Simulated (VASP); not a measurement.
# C (R-3m) in VASP: further runs

C is run at these levels: r2SCAN; tasks: single point.

All numbers are computed with VASP 6.6.1; they aren't measurements. Logs are shortened: lines on timing, memory, paths and dates and some standing lists are left out, and cuts for length are marked.

## 1. The cell of the first run

It takes space group R-3m (No. 166, trigonal). The conventional cell has a = 2.452 Å, b = 2.452 Å, c = 9.957 Å, α = 90.00°, β = 90.00°, γ = 120.00°. Within 1.9 Å of C (site symmetry 3m) lie 3 C at 1.42 Å.

## 2. Single point, r2SCAN (volume scaled by 0.94, then relaxed in part)

The input, POSCAR:

```
C
1.0
    1.2258626557      0.7077521343      3.3190275392
   -1.2258626557      0.7077521343      3.3190275392
    0.0000000000     -1.4155042685      3.3190275392
C
2
Direct
    0.8333716236      0.8333716236      0.8333716236
    0.1666283764      0.1666283764      0.1666283764
```

The input, INCAR.step1:

```
PREC = Accurate
ENCUT = 520
ISMEAR = 0
SIGMA = 0.02
LREAL = False
LASPH = True
NELM = 80
NBANDS = 11
GGA = PE
ALGO = Normal
EDIFF = 1E-4
LWAVE = True
LCHARG = False
```

The input, INCAR.step2:

```
PREC = Accurate
ENCUT = 520
EDIFF = 1E-6
ISMEAR = 0
SIGMA = 0.02
LREAL = False
LASPH = True
NELM = 80
ALGO = Normal
ISIF = 2
LWAVE = False
LCHARG = True
METAGGA = R2SCAN
LMIXTAU = True
LELF = True
LVHAR = True
NBANDS = 11
ISTART = 1
```

The input, KPOINTS:

```
Automatic mesh
0
Gamma
  18 18 18
```

Potentials or basis: VASP PAW PBE potentials, release 64 (C).

Launch:

```bash
$ cat potpaw_PBE.64/C/POTCAR > POTCAR
$ cp INCAR.step1 INCAR
$ mpirun -np 1 vasp_std > vasp.out
$ cp INCAR.step2 INCAR
$ mpirun -np 1 vasp_std > vasp.out
```

OUTCAR:

```text
PREC = Accurate
   ENCUT = 520
   EDIFF = 1E-6
   ISMEAR = 0
   LREAL = False
   LASPH = True
   NELM = 80
   ISIF = 2
   METAGGA = R2SCAN
   ISTART = 1

 ion  position               nearest neighbor table
   1  0.833  0.833  0.833-   2 1.42   2 1.42   2 1.42
   2  0.167  0.167  0.167-   1 1.42   1 1.42   1 1.42

  LATTYP: Found a trigonal (rhomboedric) cell.
 ALAT       =     3.6082677479
 COS(alpha) =     0.7691573172

  Lattice vectors:

 A1 = (   1.2258626557,   0.7077521343,   3.3190275392)
 A2 = (  -1.2258626557,   0.7077521343,   3.3190275392)
 A3 = (   0.0000000000,  -1.4155042685,   3.3190275392)

Analysis of symmetry for initial positions (statically):
=====================================================================
 Subroutine PRICEL returns:
 Original cell was already a primitive cell.

 Routine SETGRP: Setting up the symmetry group for a
 trigonal (rhombohedral) supercell.

 Subroutine GETGRP returns: Found 12 space group operations
 (whereof 12 operations were pure point group operations)
 out of a pool of 12 trial point group operations.

The static configuration has the point symmetry D_3d.

Analysis of symmetry for dynamics (positions and initial velocities):
=====================================================================
 Subroutine PRICEL returns:
 Original cell was already a primitive cell.

 Routine SETGRP: Setting up the symmetry group for a
 trigonal (rhombohedral) supercell.

 Subroutine GETGRP returns: Found 12 space group operations
 (whereof 12 operations were pure point group operations)
 out of a pool of 12 trial point group operations.

The dynamic configuration has the point symmetry D_3d.

 Subroutine INISYM returns: Found 12 space group operations
 (whereof 12 operations are pure point group operations),
 and found     1 'primitive' translations

----------------------------------------------------------------------------------------

                                     Primitive cell

  volume of cell :      17.2777

  direct lattice vectors                    reciprocal lattice vectors
     1.225862656  0.707752134  3.319027539     0.407876035  0.235487339  0.100431024
    -1.225862656  0.707752134  3.319027539    -0.407876035  0.235487339  0.100431024
     0.000000000 -1.415504269  3.319027539     0.000000000 -0.470974678  0.100431024

  length of vectors
     3.608267748  3.608267748  3.608267748     0.481563638  0.481563638  0.481563638

  position of ions in fractional coordinates (direct lattice)
     0.833371624  0.833371624  0.833371624
     0.166628376  0.166628376  0.166628376

  ion indices of the primitive-cell ions
   primitive index   ion index
                 1           1
                 2           2

----------------------------------------------------------------------------------------

 KPOINTS: Automatic mesh

Automatic generation of k-mesh.
 Grid dimensions read from file:
 generate k-points for:   18   18   18

 Generating k-lattice:

  Cartesian coordinates                     Fractional coordinates (reciprocal lattice)
     0.022659780  0.013082630  0.005579501     0.055555556 -0.000000000  0.000000000
    -0.022659780  0.013082630  0.005579501    -0.000000000  0.055555556  0.000000000
     0.000000000 -0.026165260  0.005579501    -0.000000000 -0.000000000  0.055555556

  Length of vectors
     0.026753535  0.026753535  0.026753535

  Shift w.r.t. Gamma in fractional coordinates (k-lattice)
     0.000000000  0.000000000  0.000000000

 Subroutine IBZKPT returns following result:
 ===========================================

 Found    580 irreducible k-points:

 Following reciprocal coordinates:
            Coordinates               Weight
  0.000000  0.000000  0.000000      1.000000
  0.055556 -0.000000  0.000000      6.000000
  0.111111 -0.000000  0.000000      6.000000
  0.166667 -0.000000 -0.000000      6.000000
  0.222222 -0.000000 -0.000000      6.000000
  0.277778 -0.000000 -0.000000      6.000000
[... 16 lines left out ...]
 -0.277778  0.055556  0.000000     12.000000
 -0.222222  0.055556  0.000000     12.000000
 [... further k-points ...]
   k-points           NKPTS =    580   k-points in BZ     NKDIM =    580   number of bands    NBANDS=     11
   number of dos      NEDOS =    301   number of ions     NIONS =      2
   total plane-waves  NPLWV =  21952
   dimension x,y,z NGX =    28 NGY =   28 NGZ =   28
   dimension x,y,z NGXF=    56 NGYF=   56 NGZF=   56
   ions per type =               2
   NGX,Y,Z   is equivalent  to a cutoff of  12.90, 12.90, 12.90 a.u.
   NGXF,Y,Z  is equivalent  to a cutoff of  25.80, 25.80, 25.80 a.u.
 SYSTEM =  unknown system
   PREC   = accura    normal or accurate (medium, high low for compatibility)
   ISTART =      1    job   : 0-new  1-cont  2-samecut
   ICHARG =      0    charge: 1-file 2-atom 10-const
   ISPIN  =      1    spin polarized calculation?
   LNONCOLLINEAR =      F non collinear calculations
   LSORBIT =      F    spin-orbit coupling
[... 32 lines left out ...]
   LEPSILON=     F    determine dielectric tensor
   LRPA    =     F    only Hartree local field effects (RPA)
 non-spin polarized calculation
 Gauss-broadening in eV      SIGMA  =   0.02
  energy-cutoff  :      520.00
  volume of cell :       17.28
 maximum number of plane-waves:       479
   NGX = 13   NGY = 13   NGZ = 13

 number of electron       8.0000000 magnetization

 Free energy of the ion-electron system (eV)
  ---------------------------------------------------
  ext. energy  EPLUGINS =         0.00000000
  ---------------------------------------------------
  free energy    TOTEN  =       -19.86979899 eV

  energy without entropy =      -19.86979899  energy(sigma->0) =      -19.86979899

 E-fermi :   4.6503     XC(G=0): -11.2326

 val. band max:        4.4588579822   @ k =  -0.3333   0.3333   0.0000
 cond. band min:       5.1875438872   @ k =  -0.3333   0.3333   0.0000
 fundamental gap:      0.7286859050
 Fermi energy:         4.6502740492

 k-point     1 :       0.0000    0.0000    0.0000
  band No.  band energies     occupation
      1     -16.2108      2.00000
      2      -2.1814      2.00000
      3       1.6399      2.00000
      4       1.6399      2.00000
      5       9.3502      0.00000
      6      13.6311      0.00000
      7      13.6311      0.00000
      8      17.2854      0.00000
      9      18.3286      0.00000
     10      29.0383      0.00000
     11      32.2142      0.00000

 k-point     2 :       0.0556   -0.0000    0.0000
  band No.  band energies     occupation
      1     -16.1313      2.00000
      2      -2.1009      2.00000
      3       1.3169      2.00000
      4       1.4718      2.00000
      5       9.4608      0.00000
      6      13.6862      0.00000
      7      13.9705      0.00000
      8      16.9869      0.00000
      9      18.4719      0.00000
     10      29.2928      0.00000
     11      31.4255      0.00000

 k-point     3 :       0.1111   -0.0000    0.0000
  band No.  band energies     occupation
      1     -15.8933      2.00000
      2      -1.8598      2.00000
      3       0.4314      2.00000
      4       1.0259      2.00000
      5       9.7922      0.00000
      6      13.7666      0.00000
      7      14.9263      0.00000
      8      16.1532      0.00000
      9      18.9271      0.00000
     10      29.4594      0.00000
     11      30.1055      0.00000

 k-point     4 :       0.1667   -0.0000   -0.0000
  band No.  band energies     occupation
      1     -15.4979      2.00000
      2      -1.4608      2.00000
      3      -0.8377      2.00000
      4       0.4272      2.00000
      5      10.3419      0.00000
      6      13.7439      0.00000
      7      14.9275      0.00000
      8      16.3610      0.00000
      9      19.6886      0.00000
     10      27.6337      0.00000
     11      29.7683      0.00000
[... 239 lines left out ...]
 k-point    22 :      -0.3333    0.0556    0.0000
  band No.  band energies     occupation
      1     -12.8844      2.00000
      2      -6.2085      2.00000
      3      -1.7507      2.00000
      4       1.2149      2.00000
      5       9.2839      0.00000
      6      13.3209      0.00000
      7      13.8849      0.00000
      8      20.6975      0.00000
      9      22.6640      0.00000
     10      24.5034      0.00000
     11      27.2647      0.00000

 k-point    23 :      -0.2778    0.0556    0.0000
  band No.  band energies     occupation
      1     -13.7963      2.00000
      2      -4.6611      2.00000
      3      -1.3093      2.00000
      4       0.3484      2.00000
      5      10.8312      0.00000
      6      12.4713      0.00000
      7      13.7042      0.00000
      8      20.2364      0.00000
      9      22.1662      0.00000
     10      24.0325      0.00000
     11      27.8450      0.00000

 k-point    24 :      -0.2222    0.0556    0.0000
  band No.  band energies     occupation
      1     -14.5682      2.00000
      2      -3.1007      2.00000
      3      -0.7505      2.00000
      4      -0.4247      2.00000
      5      11.4327      0.00000
      6      12.4588      0.00000
      7      13.8798      0.00000
      8      18.5854      0.00000
      9      21.6015      0.00000
     10      24.5315      0.00000
     11      28.8016      0.00000

 [... further k-points ...]
[... 5 lines left out ...]
  --------------------------------------------------------------------------------------
  -------------------------------------------------------------------------------------
  Total        0.3330221      0.3330221      0.2046401      0.0000000      0.0000000     -0.0000000
  in kB       30.8815142     30.8815142     18.9765072      0.0000000      0.0000000     -0.0000000
  external PRESSURE =      26.9131785 kB  Pullay stress =       0.0000000 kB

 VOLUME and BASIS-vectors are now :
 -----------------------------------------------------------------------------
  energy-cutoff  :      520.00
  volume of cell :       17.28
      direct lattice vectors                 reciprocal lattice vectors
     1.225862656  0.707752134  3.319027539     0.407876035  0.235487339  0.100431024
    -1.225862656  0.707752134  3.319027539    -0.407876035  0.235487339  0.100431024
     0.000000000 -1.415504269  3.319027539     0.000000000 -0.470974678  0.100431024

 POSITION                                       TOTAL-FORCE (eV/Angst)
 -----------------------------------------------------------------------------------
      0.00000      0.00000      8.29795         0.000000     -0.000000     -0.000479
      0.00000      0.00000      1.65913         0.000000      0.000000      0.000479
 -----------------------------------------------------------------------------------
    total drift:                               -0.000000      0.000000     -0.000000

  FREE ENERGIE OF THE ION-ELECTRON SYSTEM (eV)
  ---------------------------------------------------
  free  energy   TOTEN  =       -19.8697989886 eV

  energy  without entropy=      -19.8697989886  energy(sigma->0) =      -19.86979899
```

It took 8 min on 1 thread of Intel Xeon Platinum 8488C (Sapphire Rapids), shared host; peak memory 0.21 GiB.

Results:

```yaml
Free_energy: -19.8698 eV
Pressure: 2.7 GPa
Band_gap_on_the_k_mesh: 0.73 eV, direct
```

Caveat: the cell differs from its parent crystal (volume scaled by 0.94, then relaxed in part); the PAW data sets were made with another functional, which shifts forces and pressure a little. A k mesh can miss the band edges.

## 3. Single point, r2SCAN (volume scaled by 0.97, then relaxed in part)

The input, POSCAR:

```
C
1.0
    1.2270676864      0.7084478591      3.4182303628
   -1.2270676864      0.7084478591      3.4182303628
    0.0000000000     -1.4168957181      3.4182303628
C
2
Direct
    0.8333605989      0.8333605989      0.8333605989
    0.1666394011      0.1666394011      0.1666394011
```

The input, INCAR.step1:

```
PREC = Accurate ; ENCUT = 520
ISMEAR = 0 ; SIGMA = 0.02
LREAL = F ; LASPH = T
NELM = 60 ; NBANDS = 11
GGA = PE ; ALGO = Normal
EDIFF = 1E-4 ; LWAVE = T
LCHARG = F
```

The input, INCAR.step2:

```
PREC = Accurate ; ENCUT = 520
EDIFF = 1E-6 ; ISMEAR = 0
SIGMA = 0.02 ; LREAL = F
LASPH = T ; NELM = 60
ALGO = Normal ; ISIF = 2
LWAVE = F ; LCHARG = F
METAGGA = R2SCAN ; LMIXTAU = T
NBANDS = 11 ; ISTART = 1
```

The input, KPOINTS:

```
regular mesh
0
Gamma
  18 18 18
```

Potentials or basis: VASP PAW PBE potentials, release 64 (C).

Launch:

```bash
$ cat potpaw_PBE.64/C/POTCAR > POTCAR
$ cp INCAR.step1 INCAR
$ mpirun -np 1 vasp_std > vasp.out
$ cp INCAR.step2 INCAR
$ mpirun -np 1 vasp_std > vasp.out
```

Wall time 7.9 min (1 thread of Intel Xeon Platinum 8488C (Sapphire Rapids), shared host); peak memory 0.22 GiB.

The run converged. Its results:

```yaml
Free_energy: -19.8748 eV
Pressure: 1.5 GPa
Band_gap_on_the_k_mesh: 0.62 eV, direct
```

Stress tensor (GPa, compression positive):
```
1.87 0.00 0.00
0.00 1.87 0.00
0.00 0.00 0.72
```

Levels at points of the mesh, in eV from the valence-band top:
```
           k point  band 2  band 3  band 4  band 5  band 6  band 7
(0.00, 0.00, 0.00)   -6.85   -2.89   -2.89    4.57    9.08    9.08
(0.50, 0.00, 0.00)  -13.82   -6.49   -1.88    2.44    8.29   12.63
(0.50, 0.50, 0.00)  -13.75   -6.54   -2.56    1.74    7.93   14.11
(0.50, 0.50, 0.50)   -8.68   -2.90   -2.90    9.04    9.04   10.95
```

Caveat: the cell differs from its parent crystal (volume scaled by 0.97, then relaxed in part); the PAW data sets were made with another functional, which shifts forces and pressure a little. A k mesh can miss the band edges.

## 4. Single point, r2SCAN

This run uses another cell than the first one, of 9.19 Å³/atom, 1.064 times its volume.

The input, POSCAR:

```
C
1.0
    1.2279165268      0.7089379373      3.5190784050
   -1.2279165268      0.7089379373      3.5190784050
    0.0000000000     -1.4178758746      3.5190784050
C
2
Direct
    0.8333575719      0.8333575719      0.8333575719
    0.1666424281      0.1666424281      0.1666424281
```

The input, INCAR.step1:

```
SYSTEM = C
  PREC = Accurate
  ENCUT = 520
  ISMEAR = 0
  SIGMA = 0.02
  LREAL = .FALSE.
  LASPH = .TRUE.
  NELM = 80
  NBANDS = 11
  GGA = PE
  ALGO = Normal
  EDIFF = 1E-4
  LWAVE = .TRUE.
  LCHARG = .FALSE.
```

The input, INCAR.step2:

```
SYSTEM = C
  PREC = Accurate
  ENCUT = 520
  EDIFF = 1E-7
  ISMEAR = 0
  SIGMA = 0.02
  LREAL = .FALSE.
  LASPH = .TRUE.
  NELM = 80
  ALGO = Normal
  ISIF = 2
  LWAVE = .FALSE.
  LCHARG = .FALSE.
  METAGGA = R2SCAN
  LMIXTAU = .TRUE.
  NBANDS = 11
  ISTART = 1
```

The input, KPOINTS:

```
regular mesh
0
G
  18 18 18
  0 0 0
```

Launch:

```bash
$ cat potpaw_PBE.64/C/POTCAR > POTCAR
$ cp INCAR.step1 INCAR
$ mpirun -np 1 vasp_std > vasp.out
$ cp INCAR.step2 INCAR
$ mpirun -np 1 vasp_std > vasp.out
```

It took 8.6 min on 1 thread of Intel Xeon Platinum 8488C (Sapphire Rapids), shared host; peak memory 0.22 GiB.

The run converged. Its results:

| Item | Value |
| --- | --- |
| Free energy | -19.8764 eV |
| Pressure | 0.7 GPa |
| Band gap on the k mesh | 0.52 eV, direct |

Forces on the atoms (eV/Å):
```
C    0.000  0.000 -0.002
C    0.000  0.000  0.002
```

Stress tensor (GPa, compression positive):
```
 1.05  0.00  0.00
 0.00  1.05  0.00
 0.00  0.00 -0.10
```

Levels at points of the mesh, in eV from the valence-band top:
```tsv
k point	band 2	band 3	band 4	band 5	band 6	band 7
(0.00, 0.00, 0.00)	-7.03	-2.95	-2.95	4.28	9.01	9.01
(0.50, 0.00, 0.00)	-13.85	-6.55	-1.98	2.35	8.18	12.39
(0.50, 0.50, 0.00)	-13.80	-6.58	-2.55	1.73	7.89	13.80
(0.50, 0.50, 0.50)	-8.61	-2.96	-2.96	8.97	8.97	10.19
```

Caveat: the PAW data sets were made with another functional, which shifts forces and pressure a little.

## 5. Single point, r2SCAN (volume scaled by 1.03, then relaxed in part)

The input, POSCAR:

```
C
1.0
    1.2285361029      0.7092956497      3.6209957070
   -1.2285361029      0.7092956497      3.6209957070
    0.0000000000     -1.4185912994      3.6209957070
C
2
Direct
    0.8333463671      0.8333463671      0.8333463671
    0.1666536329      0.1666536329      0.1666536329
```

The input, INCAR.step1:

```
PREC = Accurate
ENCUT = 520
ISMEAR = 0
SIGMA = 0.02
LREAL = F
LASPH = T
NELM = 80
NBANDS = 11
GGA = PE
ALGO = Normal
EDIFF = 1E-4
LWAVE = T
LCHARG = F
```

The input, INCAR.step2:

```
PREC = Accurate
ENCUT = 520
EDIFF = 1E-6
ISMEAR = 0
SIGMA = 0.02
LREAL = F
LASPH = T
NELM = 80
ALGO = Normal
ISIF = 2
LWAVE = F
LCHARG = F
METAGGA = R2SCAN
LMIXTAU = T
NBANDS = 11
ISTART = 1
```

The input, KPOINTS:

```
regular mesh
0
Gamma
  18 18 18
```

Launch:

```bash
$ cat potpaw_PBE.64/C/POTCAR > POTCAR
$ cp INCAR.step1 INCAR
$ mpirun -np 1 vasp_std > vasp.out
$ cp INCAR.step2 INCAR
$ mpirun -np 1 vasp_std > vasp.out
```

Wall time 11 min (1 thread of Intel Xeon Platinum 8488C (Sapphire Rapids), shared host); peak memory 0.23 GiB.

It converged, with:

```
Free energy            : -19.8756 eV
Pressure               : 0.1 GPa
Band gap on the k mesh : 0.44 eV, direct
```

Stress tensor (GPa, compression positive):
```
 0.49  0.00  0.00
 0.00  0.49  0.00
 0.00  0.00 -0.59
```

Levels at points of the mesh, in eV from the valence-band top:
```
           k point  band 1  band 2  band 3  band 4  band 5  band 6  band 7  band 8
(0.00, 0.00, 0.00)  -20.70   -7.19   -3.00   -3.00    4.04    8.95    8.95   12.66
(0.50, 0.00, 0.00)  -15.13  -13.89   -6.60   -2.07    2.27    8.09   12.18   12.59
(0.50, 0.50, 0.00)  -15.07  -13.84   -6.62   -2.55    1.73    7.86   13.52   14.91
(0.50, 0.50, 0.50)  -20.54   -8.54   -3.01   -3.01    8.92    8.92    9.50   12.78
```

Caveat: the cell differs from its parent crystal (volume scaled by 1.03, then relaxed in part); the PAW data sets were made with another functional, which shifts forces and pressure a little.

## 6. Single point, r2SCAN (volume scaled by 1.06, then relaxed in part)

The input, POSCAR:

```
C
1.0
    1.2289131467      0.7095133360      3.7241753151
   -1.2289131467      0.7095133360      3.7241753151
    0.0000000000     -1.4190266721      3.7241753151
C
2
Direct
    0.8333412671      0.8333412671      0.8333412671
    0.1666587329      0.1666587329      0.1666587329
```

The input, INCAR.step1:

```
SYSTEM = C
ALGO = Normal
EDIFF = 1E-4
ENCUT = 520
GGA = PE
ISMEAR = 0
LASPH = .TRUE.
LCHARG = .FALSE.
LREAL = .FALSE.
LWAVE = .TRUE.
NBANDS = 11
NELM = 100
PREC = Accurate
SIGMA = 0.02
```

The input, INCAR.step2:

```
SYSTEM = C
ALGO = Normal
EDIFF = 1E-7
ENCUT = 520
ISIF = 2
ISMEAR = 0
ISTART = 1
LASPH = .TRUE.
LCHARG = .FALSE.
LMIXTAU = .TRUE.
LREAL = .FALSE.
LWAVE = .FALSE.
METAGGA = R2SCAN
NBANDS = 11
NELM = 100
PREC = Accurate
SIGMA = 0.02
```

The input, KPOINTS:

```
k-points
0
G
  18 18 18
  0 0 0
```

Potentials or basis: VASP PAW PBE potentials, release 64 (C).

Launch:

```bash
$ cat potpaw_PBE.64/C/POTCAR > POTCAR
$ cp INCAR.step1 INCAR
$ mpirun -np 1 vasp_std > vasp.out
$ cp INCAR.step2 INCAR
$ mpirun -np 1 vasp_std > vasp.out
```

Run time: 17 min. Hardware: 1 thread of Intel Xeon Platinum 8488C (Sapphire Rapids), shared host; peak memory 0.23 GiB.

It converged, with:

| Item | Value |
| --- | --- |
| Free energy | -19.8734 eV |
| Pressure | -0.2 GPa |
| Band gap on the k mesh | 0.37 eV, direct |

Stress tensor (GPa, compression positive):
```
 0.16  0.00  0.00
 0.00  0.16  0.00
 0.00  0.00 -0.91
```

Levels at points of the mesh, in eV from the valence-band top:
| k point | band 2 | band 3 | band 4 | band 5 | band 6 | band 7 |
| --- | --- | --- | --- | --- | --- | --- |
| (0.00, 0.00, 0.00) | -7.34 | -3.04 | -3.04 | 3.83 | 8.90 | 8.90 |
| (0.50, 0.00, 0.00) | -13.91 | -6.64 | -2.15 | 2.20 | 8.02 | 12.00 |
| (0.50, 0.50, 0.00) | -13.88 | -6.66 | -2.54 | 1.73 | 7.84 | 13.28 |
| (0.50, 0.50, 0.50) | -8.49 | -3.05 | -3.05 | 8.88 | 8.88 | 8.88 |

Caveat: the cell differs from its parent crystal (volume scaled by 1.06, then relaxed in part); the PAW data sets were made with another functional, which shifts forces and pressure a little.

## 7. Summary

```tsv
cell	gap on the mesh (eV)	pressure (GPa)
a = 3.608 Å, angles 39.7°, 2 atoms	0.73	2.7
a = 3.700 Å, angles 38.7°, 2 atoms	0.62	1.5
a = 3.794 Å, angles 37.8°, 2 atoms	0.52	0.7
a = 3.889 Å, angles 36.8°, 2 atoms	0.44	0.1
a = 3.985 Å, angles 35.9°, 2 atoms	0.37	-0.2
```

Alike in all rows: task single point; level r2SCAN; potentials or basis VASP PAW PBE potentials, release 64 (C); no spin polarisation; k mesh 18 × 18 × 18; cutoff (eV) 520; smearing gaussian 0.02 eV.

Caveats: the PAW data sets were made with another functional, which shifts forces and pressure a little.

Absolute energies hang on the potentials; compare differences alone.
